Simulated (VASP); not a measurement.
# Ga (P6_3/mmc) in VASP: a series of runs

Runs on Ga. Level: PBEsol. Tasks: single point.

Everything below comes from runs of VASP 6.6.1. Logs are shortened: lines on timing, memory, paths and dates and some standing lists are left out, and cuts for length are marked.

## (1) The cell of the first run

It takes space group P6_3/mmc (No. 194, hexagonal). The conventional cell has a = 2.798 Å, b = 2.798 Å, c = 4.730 Å, α = 90.00°, β = 90.00°, γ = 120.00°. Ga (site symmetry -6m2) has 12 Ga at 2.80 to 2.86 Å within 3.7 Å.

## (2) Single point, PBEsol

Input file INCAR:

```
SYSTEM = Ga
PREC     = Accurate       ! precision mode
ENCUT    = 520            ! plane-wave cutoff, eV
EDIFF    = 1E-6           ! SCF threshold, eV
ISMEAR   = -1             ! smearing method
SIGMA    = 0.1            ! smearing width, eV
LREAL    = .FALSE.        ! projectors in reciprocal space
LASPH    = .TRUE.         ! aspherical terms in the spheres
NELM     = 100            ! most SCF steps
ALGO     = Normal         ! electronic algorithm
ISIF     = 2              ! what is computed and relaxed
LWAVE    = .FALSE.        ! write WAVECAR
LCHARG   = .FALSE.        ! write CHGCAR
GGA      = PS             ! functional
NBANDS   = 20             ! bands
```

Input file KPOINTS:

```
regular mesh
0
G
  15 15 8
  0 0 0
```

Input file POSCAR:

```
Ga
1.0
    2.7980279080      0.0000000000      0.0000000000
   -1.3990139540      2.4231632489      0.0000000000
    0.0000000000      0.0000000000      4.7302392020
Ga
2
Direct
    0.3333333333      0.6666666667      0.2500000000
    0.6666666667      0.3333333333      0.7500000000
```

Potentials or basis: VASP PAW PBE potentials, release 64 (Ga_d).

Launch:

```bash
$ cat potpaw_PBE.64/Ga_d/POTCAR > POTCAR
$ mpirun -np 1 vasp_std > vasp.out
```

OUTCAR:

```text
SYSTEM = Ga
   PREC = Accurate
   ENCUT = 520
   EDIFF = 1E-6
   ISMEAR = -1
   LREAL = .FALSE.
   LASPH = .TRUE.
   NELM = 100
   ISIF = 2
   GGA = PS

 ion  position               nearest neighbor table
   1  0.333  0.667  0.250-   2 2.86   2 2.86   2 2.86   2 2.86   2 2.86   2 2.86
   2  0.667  0.333  0.750-   1 2.86   1 2.86   1 2.86   1 2.86   1 2.86   1 2.86

  LATTYP: Found a hexagonal cell.
 ALAT       =     2.7980279080
 C/A-ratio  =     1.6905618377

  Lattice vectors:

 A1 = (   2.7980279080,   0.0000000000,   0.0000000000)
 A2 = (  -1.3990139540,   2.4231632489,   0.0000000000)
 A3 = (   0.0000000000,   0.0000000000,   4.7302392020)

Analysis of symmetry for initial positions (statically):
=====================================================================
 Subroutine PRICEL returns:
 Original cell was already a primitive cell.

 Routine SETGRP: Setting up the symmetry group for a
 hexagonal supercell.

 Subroutine GETGRP returns: Found 24 space group operations
 (whereof 12 operations were pure point group operations)
 out of a pool of 24 trial point group operations.

The static configuration has the point symmetry D_3d.
 The point group associated with its full space group is D_6h.

Analysis of symmetry for dynamics (positions and initial velocities):
=====================================================================
 Subroutine PRICEL returns:
 Original cell was already a primitive cell.

 Routine SETGRP: Setting up the symmetry group for a
 hexagonal supercell.

 Subroutine GETGRP returns: Found 24 space group operations
 (whereof 12 operations were pure point group operations)
 out of a pool of 24 trial point group operations.

The dynamic configuration has the point symmetry D_3d.
 The point group associated with its full space group is D_6h.

 Subroutine INISYM returns: Found 24 space group operations
 (whereof 12 operations are pure point group operations),
 and found     1 'primitive' translations

----------------------------------------------------------------------------------------

                                     Primitive cell

  volume of cell :      32.0714

  direct lattice vectors                    reciprocal lattice vectors
     2.798027908  0.000000000  0.000000000     0.357394577  0.206341855  0.000000000
    -1.399013954  2.423163249  0.000000000     0.000000000  0.412683710  0.000000000
     0.000000000  0.000000000  4.730239202     0.000000000  0.000000000  0.211405799

  length of vectors
     2.798027908  2.798027908  4.730239202     0.412683710  0.412683710  0.211405799

  position of ions in fractional coordinates (direct lattice)
     0.333333333  0.666666667  0.250000000
     0.666666667  0.333333333  0.750000000

  ion indices of the primitive-cell ions
   primitive index   ion index
                 1           1
                 2           2

----------------------------------------------------------------------------------------

 KPOINTS: regular mesh

Automatic generation of k-mesh.
 Grid dimensions read from file:
 generate k-points for:   15   15    8

 Generating k-lattice:

  Cartesian coordinates                     Fractional coordinates (reciprocal lattice)
     0.023826305  0.013756124  0.000000000     0.066666667  0.000000000  0.000000000
     0.000000000  0.027512247  0.000000000     0.000000000  0.066666667  0.000000000
     0.000000000  0.000000000  0.026425725     0.000000000  0.000000000  0.125000000

  Length of vectors
     0.027512247  0.027512247  0.026425725

  Shift w.r.t. Gamma in fractional coordinates (k-lattice)
     0.000000000  0.000000000  0.000000000

 Subroutine IBZKPT returns following result:
 ===========================================

 Found    135 irreducible k-points:

 Following reciprocal coordinates:
            Coordinates               Weight
  0.000000  0.000000  0.000000      1.000000
  0.066667 -0.000000  0.000000      6.000000
  0.133333  0.000000  0.000000      6.000000
  0.200000  0.000000  0.000000      6.000000
  0.266667  0.000000  0.000000      6.000000
  0.333333  0.000000  0.000000      6.000000
[... 16 lines left out ...]
  0.333333  0.200000  0.000000     12.000000
  0.400000  0.200000  0.000000      6.000000
 [... further k-points ...]
   k-points           NKPTS =    135   k-points in BZ     NKDIM =    135   number of bands    NBANDS=     20
   number of dos      NEDOS =    301   number of ions     NIONS =      2
   total plane-waves  NPLWV =  20736
   dimension x,y,z NGX =    24 NGY =   24 NGZ =   36
   dimension x,y,z NGXF=    48 NGYF=   48 NGZF=   72
   ions per type =               2
   NGX,Y,Z   is equivalent  to a cutoff of  14.26, 14.26, 12.65 a.u.
   NGXF,Y,Z  is equivalent  to a cutoff of  28.52, 28.52, 25.30 a.u.
 SYSTEM =  Ga
   PREC   = accura    normal or accurate (medium, high low for compatibility)
   ISTART =      0    job   : 0-new  1-cont  2-samecut
   ICHARG =      2    charge: 1-file 2-atom 10-const
   ISPIN  =      1    spin polarized calculation?
   LNONCOLLINEAR =      F non collinear calculations
   LSORBIT =      F    spin-orbit coupling
   LASPH  =      T    aspherical Exc in radial PAW
   ENCUT  =  520.0 eV  38.22 Ry    6.18 a.u.   5.20  5.20  8.80*2*pi/ulx,y,z
   NELM   =    100;   NELMIN=  2; NELMDL= -5     # of ELM steps
   EDIFF  = 0.1E-05   stopping-criterion for ELM
   LREAL  =      F    real-space projection
   EDIFFG = 0.1E-04   stopping-criterion for IOM
   NSW    =      0    number of steps for IOM
   IBRION =     -1    ionic relax: 0-MD 1-quasi-New 2-CG
   NFREE  =      0    steps in history (QN), initial steepest desc. (CG)
   ISIF   =      2    stress and relaxation
   ISYM   =      2    0-nonsym 1-usesym 2-fastsym
   POTIM  = 0.5000    time-step for ionic-motion
   TEBEG  =    0.0;   TEEND  =   0.0 temperature during run
   PSTRESS=    0.0 pullay stress
   NELECT =      26.0000    total number of electrons
   NUPDOWN=      -1.0000    fix difference up-down
   EMIN   =  10.00;   EMAX   =-10.00  energy-range for DOS
   EFERMI =   0.00;   METHOD = LEGACY
   ISMEAR =    -1;   SIGMA  =   0.10  broadening in eV -4-tet -1-fermi 0-gaus
   EFERMI_NEDOS =   21; number of points for ismear=-14 and -15
   IALGO  =     38    algorithm
   IMIX   =      4    mixing-type and parameters
     AMIX     =   0.40;   BMIX     =  1.00
     AMIX_MAG =   1.60;   BMIX_MAG =  1.00
  volume/ion in A,a.u.               =      16.04       108.21
  Fermi-wavevector in a.u.,A,eV,Ry     =   1.526488  2.884644 31.703820  2.330165
  Thomas-Fermi vector in A             =   2.634514
   LORBIT       =      0    0 simple, 1 ext, 2 COOP (PROOUT), +10 PAW based schemes
   GGA     = PS    functional components
   LHFCALC =     F    Hartree Fock is set to
   AEXX    =    0.0000 exact exchange contribution
   IVDW    =     0    specifies the selected vdW correction
   LEPSILON=     F    determine dielectric tensor
   LRPA    =     F    only Hartree local field effects (RPA)
 non-spin polarized calculation
  energy-cutoff  :      520.00
  volume of cell :       32.07
 maximum number of plane-waves:       881
 NGX is ok and might be reduce to    24
   NGX = 11   NGY = 11   NGZ = 17

 number of electron      25.9999985 magnetization

 Free energy of the ion-electron system (eV)
  ---------------------------------------------------
  ext. energy  EPLUGINS =         0.00000000
  ---------------------------------------------------
  free energy    TOTEN  =        -6.57643347 eV

  energy without entropy =       -6.55014818  energy(sigma->0) =       -6.56329082

 E-fermi :   7.0730     XC(G=0): -11.9932

 val. band max:        7.0671625178   @ k =   0.1333   0.1333   0.2500
 cond. band min:       7.0767656992   @ k =   0.2667   0.1333   0.1250
 fundamental gap:      0.0096031814
 Fermi energy:         7.0729898157

 k-point     1 :       0.0000    0.0000    0.0000
  band No.  band energies     occupation
      1      -8.1516      2.00000
      2      -8.0226      2.00000
      3      -7.9714      2.00000
      4      -7.9714      2.00000
      5      -7.9404      2.00000
      6      -7.9404      2.00000
[... 12 lines left out ...]
     19      22.4243      0.00000
     20      23.1288      0.00000

 k-point     2 :       0.0667   -0.0000    0.0000
  band No.  band energies     occupation
      1      -8.1395      2.00000
      2      -8.0223      2.00000
      3      -7.9683      2.00000
      4      -7.9573      2.00000
      5      -7.9428      2.00000
      6      -7.9273      2.00000
[... 12 lines left out ...]
     19      22.8152      0.00000
     20      23.5912      0.00000

 k-point     3 :       0.1333    0.0000    0.0000
  band No.  band energies     occupation
      1      -8.1165      2.00000
      2      -8.0231      2.00000
      3      -7.9652      2.00000
      4      -7.9343      2.00000
      5      -7.9171      2.00000
      6      -7.8899      2.00000
[... 12 lines left out ...]
     19      21.5695      0.00000
     20      22.8931      0.00000

 k-point     4 :       0.2000    0.0000    0.0000
  band No.  band energies     occupation
      1      -8.1224      2.00000
      2      -8.0048      2.00000
      3      -7.9780      2.00000
      4      -7.9304      2.00000
      5      -7.8908      2.00000
      6      -7.8890      2.00000
[... 12 lines left out ...]
     19      20.8149      0.00000
     20      22.1049      0.00000

 k-point     5 :       0.2667    0.0000    0.0000
  band No.  band energies     occupation
      1      -8.1566      2.00000
      2      -8.0238      2.00000
      3      -7.9915      2.00000
      4      -7.9421      2.00000
      5      -7.9120      2.00000
      6      -7.8324      2.00000
[... 12 lines left out ...]
     19      19.9255      0.00000
     20      22.0874      0.00000
[... 353 lines left out ...]
      6      -7.8445      2.00000
[... 12 lines left out ...]
     19      17.3268      0.00000
     20      23.7737      0.00000

 k-point    22 :       0.2667    0.2000    0.0000
  band No.  band energies     occupation
      1      -8.0909      2.00000
      2      -8.0899      2.00000
      3      -8.0255      2.00000
      4      -7.9671      2.00000
      5      -7.8807      2.00000
      6      -7.8655      2.00000
[... 12 lines left out ...]
     19      16.2905      0.00000
     20      23.7607      0.00000

 k-point    23 :       0.3333    0.2000    0.0000
  band No.  band energies     occupation
      1      -8.1186      2.00000
      2      -8.1087      2.00000
      3      -8.0005      2.00000
      4      -7.9635      2.00000
      5      -7.8903      2.00000
      6      -7.8616      2.00000
[... 12 lines left out ...]
     19      15.8024      0.00000
     20      23.5093      0.00000

 k-point    24 :       0.4000    0.2000    0.0000
  band No.  band energies     occupation
      1      -8.1287      2.00000
      2      -8.1151      2.00000
      3      -7.9929      2.00000
      4      -7.9591      2.00000
      5      -7.9020      2.00000
      6      -7.8475      2.00000
[... 12 lines left out ...]
     19      15.6549      0.00000
     20      23.4185      0.00000

 [... further k-points ...]
[... 5 lines left out ...]
  --------------------------------------------------------------------------------------
  -------------------------------------------------------------------------------------
  Total        1.6267656      1.6267656      1.6342767      0.0000000     -0.0000000      0.0000000
  in kB       81.2676573     81.2676573     81.6428857      0.0000000     -0.0000000      0.0000000
  external PRESSURE =      81.3927334 kB  Pullay stress =       0.0000000 kB

 VOLUME and BASIS-vectors are now :
 -----------------------------------------------------------------------------
  energy-cutoff  :      520.00
  volume of cell :       32.07
      direct lattice vectors                 reciprocal lattice vectors
     2.798027908  0.000000000  0.000000000     0.357394577  0.206341855  0.000000000
    -1.399013954  2.423163249  0.000000000     0.000000000  0.412683710  0.000000000
     0.000000000  0.000000000  4.730239202     0.000000000  0.000000000  0.211405799

 POSITION                                       TOTAL-FORCE (eV/Angst)
 -----------------------------------------------------------------------------------
     -0.00000      1.61544      1.18256        -0.000000      0.000000      0.000000
      1.39901      0.80772      3.54768         0.000000     -0.000000      0.000000
 -----------------------------------------------------------------------------------
    total drift:                                0.000000     -0.000000      0.000000

  FREE ENERGIE OF THE ION-ELECTRON SYSTEM (eV)
  ---------------------------------------------------
  free  energy   TOTEN  =        -6.5764334676 eV

  energy  without entropy=       -6.5501481764  energy(sigma->0) =       -6.56329082
```

Wall time 79 s (1 thread of Intel Xeon 8259CL, shared host); peak memory 0.2 GiB.

What came out:

| Item | Value |
| --- | --- |
| Free energy | -6.5764 eV |
| Pressure | 8.1 GPa |
| Band gap on the k mesh | zero (band 13 reaches 11.59 eV, above the bottom of band 14 at 3.56 eV) |

Caveat: the PAW data sets were made with another functional, which shifts forces and pressure a little.

## (3) Single point, PBEsol

Input file INCAR:

```
PREC     = Accurate       # precision mode
ENCUT    = 520            # plane-wave cutoff, eV
EDIFF    = 1E-6           # SCF threshold, eV
ISMEAR   = -1             # smearing method
SIGMA    = 0.1            # smearing width, eV
LREAL    = False          # projectors in reciprocal space
LASPH    = True           # aspherical terms in the spheres
NELM     = 80             # most SCF steps
ALGO     = Normal         # electronic algorithm
ISIF     = 2              # what is computed and relaxed
LWAVE    = False          # write WAVECAR
LCHARG   = False          # write CHGCAR
GGA      = PS             # functional
NBANDS   = 20             # bands
```

Input file KPOINTS:

```
regular mesh
0
Gamma
  15 15 8
```

Input file POSCAR:

```
Ga
1.0
    2.7981077840      0.0000000000      0.0000000000
   -1.3990538920      2.4232324235      0.0000000000
    0.0000000000      0.0000000000      4.7330926902
Ga
2
Direct
    0.3333333333      0.6666666667      0.2500000000
    0.6666666667      0.3333333333      0.7500000000
```

Potentials or basis: VASP PAW PBE potentials, release 64 (Ga_d).

Launch:

```bash
$ cat potpaw_PBE.64/Ga_d/POTCAR > POTCAR
$ mpirun -np 1 vasp_std > vasp.out
```

OUTCAR:

```text
PREC = Accurate
   ENCUT = 520
   EDIFF = 1E-6
   ISMEAR = -1
   LREAL = False
   LASPH = True
   NELM = 80
   ISIF = 2
   GGA = PS

 ion  position               nearest neighbor table
   1  0.333  0.667  0.250-   2 2.87   2 2.87   2 2.87   2 2.87   2 2.87   2 2.87
   2  0.667  0.333  0.750-   1 2.87   1 2.87   1 2.87   1 2.87   1 2.87   1 2.87

  LATTYP: Found a hexagonal cell.
 ALAT       =     2.7981077840
 C/A-ratio  =     1.6915333703

  Lattice vectors:

 A1 = (   2.7981077840,   0.0000000000,   0.0000000000)
[... 191 lines left out ...]
      4      -7.9778      2.00000
      5      -7.9469      2.00000
      6      -7.9469      2.00000
[... 541 lines left out ...]
     19      15.6463      0.00000
     20      23.4145      0.00000

 [... further k-points ...]
[... 5 lines left out ...]
  --------------------------------------------------------------------------------------
  -------------------------------------------------------------------------------------
  Total        1.6170840      1.6170840      1.6204292      0.0000000      0.0000000     -0.0000000
  in kB       80.7306861     80.7306861     80.8976902      0.0000000      0.0000000     -0.0000000
  external PRESSURE =      80.7863541 kB  Pullay stress =       0.0000000 kB

 VOLUME and BASIS-vectors are now :
 -----------------------------------------------------------------------------
  energy-cutoff  :      520.00
  volume of cell :       32.09
      direct lattice vectors                 reciprocal lattice vectors
     2.798107784  0.000000000  0.000000000     0.357384374  0.206335965  0.000000000
    -1.399053892  2.423232424  0.000000000     0.000000000  0.412671930  0.000000000
     0.000000000  0.000000000  4.733092690     0.000000000  0.000000000  0.211278347

 POSITION                                       TOTAL-FORCE (eV/Angst)
 -----------------------------------------------------------------------------------
     -0.00000      1.61549      1.18327        -0.000000      0.000000      0.000000
      1.39905      0.80774      3.54982         0.000000     -0.000000      0.000000
 -----------------------------------------------------------------------------------
    total drift:                               -0.000000      0.000000      0.000000

  FREE ENERGIE OF THE ION-ELECTRON SYSTEM (eV)
  ---------------------------------------------------
  free  energy   TOTEN  =        -6.5775061483 eV

  energy  without entropy=       -6.5512122122  energy(sigma->0) =       -6.56435918
```

OSZICAR:

```text
N       E                     dE             d eps       ncg     rms          rms(c)
DAV:   1     0.126420545444E+03    0.12642E+03   -0.13234E+04  5876   0.258E+03
DAV:   2     0.366664994570E+01   -0.12275E+03   -0.11955E+03  5504   0.377E+02
DAV:   3    -0.654784789915E+01   -0.10214E+02   -0.10146E+02  6028   0.916E+01
DAV:   4    -0.668743226081E+01   -0.13958E+00   -0.13949E+00  6272   0.117E+01
DAV:   5    -0.668982026248E+01   -0.23880E-02   -0.23878E-02  6236   0.149E+00    0.158E+00
DAV:   6    -0.659938368162E+01    0.90437E-01   -0.14969E-01  7148   0.722E+00    0.717E-01
DAV:   7    -0.658013819152E+01    0.19245E-01   -0.24055E-02  7892   0.229E+00    0.200E-01
DAV:   8    -0.657750829152E+01    0.26299E-02   -0.23843E-03  6136   0.708E-01    0.134E-02
DAV:   9    -0.657750365375E+01    0.46378E-05   -0.55902E-05  7172   0.729E-02    0.586E-03
DAV:  10    -0.657750625457E+01   -0.26008E-05   -0.25215E-06  4804   0.233E-02    0.469E-04
DAV:  11    -0.657750614827E+01    0.10630E-06   -0.21812E-07  3568   0.727E-03
   1 F= -.65775061E+01 E0= -.65643592E+01  d E =-.262939E-01
```

It took 80 s on 1 thread of Intel Xeon 8259CL, shared host; peak memory 0.2 GiB.

What came out:

- Free energy: -6.5775 eV
- Pressure: 8.1 GPa
- Band gap on the k mesh: zero (band 13 reaches 11.58 eV, above the bottom of band 14 at 3.55 eV)

Caveat: the PAW data sets were made with another functional, which shifts forces and pressure a little.
